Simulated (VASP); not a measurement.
# BN (F-43m) in VASP: a series of runs

BN is run at these levels: r2SCAN, HSE06; tasks: single point.

All numbers are computed with VASP 6.6.1; they aren't measurements. Logs are shortened: lines on timing, memory, paths and dates and some standing lists are left out, and cuts for length are marked.

## Step 1: The cell of the first run

It takes space group F-43m (No. 216, cubic). The conventional cell has a = 3.574 Å, b = 3.574 Å, c = 3.574 Å, α = 90.00°, β = 90.00°, γ = 90.00°. Within 2.1 Å of B (site symmetry -43m) lie 4 N at 1.55 Å. N (site symmetry -43m) has 4 B at 1.55 Å within 2.1 Å.

## Step 2: Single point, r2SCAN (strain -1.0%)

POSCAR reads:

```
BN
1.0
    0.0000000000      1.7867772104      1.7867772104
    1.7867772104      0.0000000000      1.7867772104
    1.7867772104      1.7867772104      0.0000000000
B N
1 1
Direct
    0.0000000000      0.0000000000      0.0000000000
    0.2500000000      0.2500000000      0.2500000000
```

INCAR.step1 reads:

```
SYSTEM = BN
ALGO = Normal
EDIFF = 1E-5
ENCUT = 1460
GGA = PE
GGA_COMPAT = .FALSE.
ISMEAR = 0
LASPH = .TRUE.
LCHARG = .FALSE.
LREAL = .FALSE.
LWAVE = .TRUE.
NBANDS = 11
NELM = 120
PREC = Accurate
SIGMA = 0.01
```

INCAR.step2 reads:

```
SYSTEM = BN
ALGO = Normal
EDIFF = 1E-6
ENCUT = 1460
GGA_COMPAT = .FALSE.
ISIF = 2
ISMEAR = 0
ISTART = 1
LASPH = .TRUE.
LCHARG = .FALSE.
LMIXTAU = .TRUE.
LREAL = .FALSE.
LWAVE = .FALSE.
METAGGA = R2SCAN
NBANDS = 11
NELM = 120
PREC = Accurate
SIGMA = 0.01
```

KPOINTS reads:

```
k-points
0
G
  12 12 12
  0 0 0
```

Potentials or basis: VASP PAW PBE potentials, release 64 (B_h, N_h).

The run is started by

```console
> cat potpaw_PBE.64/B_h/POTCAR potpaw_PBE.64/N_h/POTCAR > POTCAR
> cp INCAR.step1 INCAR
> mpirun -np 1 vasp_std > vasp.out
> cp INCAR.step2 INCAR
> mpirun -np 1 vasp_std > vasp.out
```

OUTCAR:

```text
SYSTEM = BN
   EDIFF = 1E-6
   ENCUT = 1460
   ISIF = 2
   ISMEAR = 0
   ISTART = 1
   LASPH = .TRUE.
   LREAL = .FALSE.
   METAGGA = R2SCAN
   NELM = 120
   PREC = Accurate

 ion  position               nearest neighbor table
   1  0.000  0.000  0.000-
   2  0.250  0.250  0.250-

  LATTYP: Found a face centered cubic cell.
 ALAT       =     3.5735544208

  Lattice vectors:

 A1 = (   0.0000000000,   1.7867772104,   1.7867772104)
 A2 = (   1.7867772104,   0.0000000000,   1.7867772104)
 A3 = (   1.7867772104,   1.7867772104,   0.0000000000)

Analysis of symmetry for initial positions (statically):
=====================================================================
 Subroutine PRICEL returns:
 Original cell was already a primitive cell.

 Routine SETGRP: Setting up the symmetry group for a
 face centered cubic supercell.

 Subroutine GETGRP returns: Found 24 space group operations
 (whereof 24 operations were pure point group operations)
 out of a pool of 48 trial point group operations.

The static configuration has the point symmetry T_d .

Analysis of symmetry for dynamics (positions and initial velocities):
=====================================================================
 Subroutine PRICEL returns:
 Original cell was already a primitive cell.

 Routine SETGRP: Setting up the symmetry group for a
 face centered cubic supercell.

 Subroutine GETGRP returns: Found 24 space group operations
 (whereof 24 operations were pure point group operations)
 out of a pool of 48 trial point group operations.

The dynamic configuration has the point symmetry T_d .

 Subroutine INISYM returns: Found 24 space group operations
 (whereof 24 operations are pure point group operations),
 and found     1 'primitive' translations

----------------------------------------------------------------------------------------

                                     Primitive cell

  volume of cell :      11.4088

  direct lattice vectors                    reciprocal lattice vectors
     0.000000000  1.786777210  1.786777210    -0.279833433  0.279833433  0.279833433
     1.786777210  0.000000000  1.786777210     0.279833433 -0.279833433  0.279833433
     1.786777210  1.786777210  0.000000000     0.279833433  0.279833433 -0.279833433

  length of vectors
     2.526884564  2.526884564  2.526884564     0.484685723  0.484685723  0.484685723

  position of ions in fractional coordinates (direct lattice)
     0.000000000  0.000000000  0.000000000
     0.250000000  0.250000000  0.250000000

  ion indices of the primitive-cell ions
   primitive index   ion index
                 1           1
                 2           2

----------------------------------------------------------------------------------------

 KPOINTS: k-points

Automatic generation of k-mesh.
 Grid dimensions read from file:
 generate k-points for:   12   12   12

 Generating k-lattice:

  Cartesian coordinates                     Fractional coordinates (reciprocal lattice)
    -0.023319453  0.023319453  0.023319453     0.083333333  0.000000000  0.000000000
     0.023319453 -0.023319453  0.023319453     0.000000000  0.083333333  0.000000000
     0.023319453  0.023319453 -0.023319453     0.000000000  0.000000000  0.083333333

  Length of vectors
     0.040390477  0.040390477  0.040390477

  Shift w.r.t. Gamma in fractional coordinates (k-lattice)
     0.000000000  0.000000000  0.000000000

 Subroutine IBZKPT returns following result:
 ===========================================

 Found     72 irreducible k-points:

 Following reciprocal coordinates:
            Coordinates               Weight
  0.000000  0.000000  0.000000      1.000000
  0.083333  0.000000  0.000000      8.000000
  0.166667  0.000000  0.000000      8.000000
  0.250000  0.000000  0.000000      8.000000
  0.333333  0.000000  0.000000      8.000000
  0.416667  0.000000  0.000000      8.000000
[... 16 lines left out ...]
  0.500000  0.166667  0.000000     24.000000
 -0.416667  0.166667  0.000000     24.000000
 [... further k-points ...]
   k-points           NKPTS =     72   k-points in BZ     NKDIM =     72   number of bands    NBANDS=     11
   number of dos      NEDOS =    301   number of ions     NIONS =      2
   total plane-waves  NPLWV =  32768
   dimension x,y,z NGX =    32 NGY =   32 NGZ =   32
   dimension x,y,z NGXF=    64 NGYF=   64 NGZF=   64
   ions per type =               1   1
   NGX,Y,Z   is equivalent  to a cutoff of  21.05, 21.05, 21.05 a.u.
   NGXF,Y,Z  is equivalent  to a cutoff of  42.11, 42.11, 42.11 a.u.
 SYSTEM =  BN
   PREC   = accura    normal or accurate (medium, high low for compatibility)
   ISTART =      1    job   : 0-new  1-cont  2-samecut
   ICHARG =      0    charge: 1-file 2-atom 10-const
   ISPIN  =      1    spin polarized calculation?
   LNONCOLLINEAR =      F non collinear calculations
   LSORBIT =      F    spin-orbit coupling
   LASPH  =      T    aspherical Exc in radial PAW
   ENCUT  = 1460.0 eV 107.31 Ry   10.36 a.u.   7.87  7.87  7.87*2*pi/ulx,y,z
   NELM   =    120;   NELMIN=  2; NELMDL=  0     # of ELM steps
   EDIFF  = 0.1E-05   stopping-criterion for ELM
   LREAL  =      F    real-space projection
   EDIFFG = 0.1E-04   stopping-criterion for IOM
   NSW    =      0    number of steps for IOM
   IBRION =     -1    ionic relax: 0-MD 1-quasi-New 2-CG
   NFREE  =      0    steps in history (QN), initial steepest desc. (CG)
   ISIF   =      2    stress and relaxation
   ISYM   =      2    0-nonsym 1-usesym 2-fastsym
   POTIM  = 0.5000    time-step for ionic-motion
   TEBEG  =    0.0;   TEEND  =   0.0 temperature during run
   PSTRESS=    0.0 pullay stress
   NELECT =       8.0000    total number of electrons
   NUPDOWN=      -1.0000    fix difference up-down
   EMIN   =  10.00;   EMAX   =-10.00  energy-range for DOS
   EFERMI =   0.00;   METHOD = LEGACY
   ISMEAR =     0;   SIGMA  =   0.01  broadening in eV -4-tet -1-fermi 0-gaus
   EFERMI_NEDOS =   21; number of points for ismear=-14 and -15
   IALGO  =     38    algorithm
   IMIX   =      4    mixing-type and parameters
     AMIX     =   0.40;   BMIX     =  1.00
     AMIX_MAG =   1.60;   BMIX_MAG =  1.00
  volume/ion in A,a.u.               =       5.70        38.50
  Fermi-wavevector in a.u.,A,eV,Ry     =   1.454424  2.748463 28.781080  2.115350
  Thomas-Fermi vector in A             =   2.571576
   LORBIT       =      0    0 simple, 1 ext, 2 COOP (PROOUT), +10 PAW based schemes
   METAGGA = R2SCAN    functional components
   LHFCALC =     F    Hartree Fock is set to
   AEXX    =    0.0000 exact exchange contribution
   IVDW    =     0    specifies the selected vdW correction
   LEPSILON=     F    determine dielectric tensor
   LRPA    =     F    only Hartree local field effects (RPA)
 non-spin polarized calculation
 Gauss-broadening in eV      SIGMA  =   0.01
  energy-cutoff  :     1460.00
  volume of cell :       11.41
 maximum number of plane-waves:      1464
   NGX = 15   NGY = 15   NGZ = 15

 number of electron       8.0000000 magnetization

 Free energy of the ion-electron system (eV)
  ---------------------------------------------------
  ext. energy  EPLUGINS =         0.00000000
  ---------------------------------------------------
  free energy    TOTEN  =       -19.19113053 eV

  energy without entropy =      -19.19113053  energy(sigma->0) =      -19.19113053

 E-fermi :   9.4764     XC(G=0): -13.9429

 val. band max:        9.4125897937   @ k =   0.0000   0.0000   0.0000
 cond. band min:      14.4492289436   @ k =   0.5000   0.5000   0.0000
 fundamental gap:      5.0366391499
 Fermi energy:         9.4763768717

 k-point     1 :       0.0000    0.0000    0.0000
  band No.  band energies     occupation
      1     -12.2754      2.00000
      2       9.4126      2.00000
      3       9.4126      2.00000
      4       9.4126      2.00000
      5      19.1351      0.00000
      6      19.1351      0.00000
      7      19.1351      0.00000
      8      21.0793      0.00000
      9      36.2477      0.00000
     10      38.5448      0.00000
     11      38.5448      0.00000

 k-point     2 :       0.0833    0.0000    0.0000
  band No.  band energies     occupation
      1     -12.0955      2.00000
      2       8.4407      2.00000
      3       9.2199      2.00000
      4       9.2199      2.00000
      5      19.4042      0.00000
      6      19.4335      0.00000
      7      19.4335      0.00000
      8      21.6425      0.00000
      9      35.9658      0.00000
     10      36.4012      0.00000
     11      36.4012      0.00000

 k-point     3 :       0.1667    0.0000    0.0000
  band No.  band energies     occupation
      1     -11.5629      2.00000
      2       6.1974      2.00000
      3       8.7500      2.00000
      4       8.7500      2.00000
      5      19.7979      0.00000
      6      20.1247      0.00000
      7      20.1247      0.00000
      8      23.0247      0.00000
      9      34.7634      0.00000
     10      34.7634      0.00000
     11      35.2864      0.00000

 k-point     4 :       0.2500    0.0000    0.0000
  band No.  band energies     occupation
      1     -10.7031      2.00000
      2       3.5597      2.00000
      3       8.2064      2.00000
      4       8.2064      2.00000
      5      20.1407      0.00000
      6      20.7723      0.00000
      7      20.7723      0.00000
      8      24.4435      0.00000
      9      34.3780      0.00000
     10      34.3780      0.00000
     11      34.6948      0.00000

 k-point     5 :       0.3333    0.0000    0.0000
  band No.  band energies     occupation
      1      -9.5850      2.00000
      2       1.0078      2.00000
      3       7.7419      2.00000
      4       7.7419      2.00000
      5      20.4244      0.00000
      6      21.0811      0.00000
      7      21.0811      0.00000
      8      25.4622      0.00000
      9      34.5086      0.00000
     10      35.3248      0.00000
     11      35.3248      0.00000
[... 211 lines left out ...]
 k-point    21 :       0.3333    0.1667    0.0000
  band No.  band energies     occupation
      1      -9.7618      2.00000
      2       2.9109      2.00000
      3       6.4399      2.00000
      4       6.7560      2.00000
      5      18.3779      0.00000
      6      23.0025      0.00000
      7      23.3853      0.00000
      8      23.4767      0.00000
      9      30.4829      0.00000
     10      38.0667      0.00000
     11      39.2440      0.00000

 k-point    22 :       0.4167    0.1667    0.0000
  band No.  band energies     occupation
      1      -8.6335      2.00000
      2       0.6796      2.00000
      3       6.0611      2.00000
      4       6.2429      2.00000
      5      18.7840      0.00000
      6      23.0935      0.00000
      7      23.5378      0.00000
      8      24.4997      0.00000
      9      31.5435      0.00000
     10      37.8276      0.00000
     11      39.7382      0.00000

 k-point    23 :       0.5000    0.1667    0.0000
  band No.  band energies     occupation
      1      -7.6161      2.00000
      2      -0.9697      2.00000
      3       5.4322      2.00000
      4       6.3216      2.00000
      5      19.1391      0.00000
      6      23.0312      0.00000
      7      23.2460      0.00000
      8      25.9882      0.00000
      9      31.9486      0.00000
     10      38.0895      0.00000
     11      38.9690      0.00000

 k-point    24 :      -0.4167    0.1667    0.0000
  band No.  band energies     occupation
      1      -7.4233      2.00000
      2      -1.2515      2.00000
      3       5.0003      2.00000
      4       6.6610      2.00000
      5      19.6168      0.00000
      6      22.8108      0.00000
      7      22.8855      0.00000
      8      26.7159      0.00000
      9      32.2447      0.00000
     10      36.4295      0.00000
     11      38.4108      0.00000

 [... further k-points ...]

------------------------ aborting loop because EDIFF is reached ----------------------------------------

  FORCE on cell =-STRESS in cart. coord.  units (eV):
  Direction    XX          YY          ZZ          XY          YZ          ZX
  --------------------------------------------------------------------------------------
  -------------------------------------------------------------------------------------
  Total        0.8542701      0.8542701      0.8542701      0.0000000      0.0000000      0.0000000
  in kB      119.9677657    119.9677657    119.9677657      0.0000000      0.0000000      0.0000000
  external PRESSURE =     119.9677657 kB  Pullay stress =       0.0000000 kB

 VOLUME and BASIS-vectors are now :
 -----------------------------------------------------------------------------
  energy-cutoff  :     1460.00
  volume of cell :       11.41
      direct lattice vectors                 reciprocal lattice vectors
     0.000000000  1.786777210  1.786777210    -0.279833433  0.279833433  0.279833433
     1.786777210  0.000000000  1.786777210     0.279833433 -0.279833433  0.279833433
     1.786777210  1.786777210  0.000000000     0.279833433  0.279833433 -0.279833433

 POSITION                                       TOTAL-FORCE (eV/Angst)
 -----------------------------------------------------------------------------------
      0.00000      0.00000      0.00000         0.000000      0.000000      0.000000
      0.89339      0.89339      0.89339        -0.000000     -0.000000     -0.000000
 -----------------------------------------------------------------------------------
    total drift:                               -0.000000     -0.000000     -0.000000

  FREE ENERGIE OF THE ION-ELECTRON SYSTEM (eV)
  ---------------------------------------------------
  free  energy   TOTEN  =       -19.1911305316 eV

  energy  without entropy=      -19.1911305316  energy(sigma->0) =      -19.19113053
```

Wall time 61 s (1 thread of Intel Xeon Platinum 8375C at 2.90GHz (Ice Lake), shared host); peak memory 0.2 GiB.

What came out:

- Free energy: -19.1911 eV
- Pressure: 12.0 GPa
- Band gap on the k mesh: 5.04 eV (least direct gap 9.72 eV)

Levels at points of the mesh, in eV from the valence-band top:
```tsv
k point	band 2	band 3	band 4	band 5	band 6	band 7
(0.00, 0.00, 0.00)	0.00	0.00	0.00	9.72	9.72	9.72
(0.50, 0.00, 0.00)	-11.40	-2.08	-2.08	11.26	11.69	11.69
(0.50, 0.50, 0.00)	-9.55	-5.26	-5.26	5.04	10.02	19.85
```

Caveat: the cell differs from its parent crystal (strain -1.0%); the cell stands under pressure; the PAW data sets were made with another functional, which shifts forces and pressure a little. A k mesh can miss the band edges.

[end of part 1 of 2]
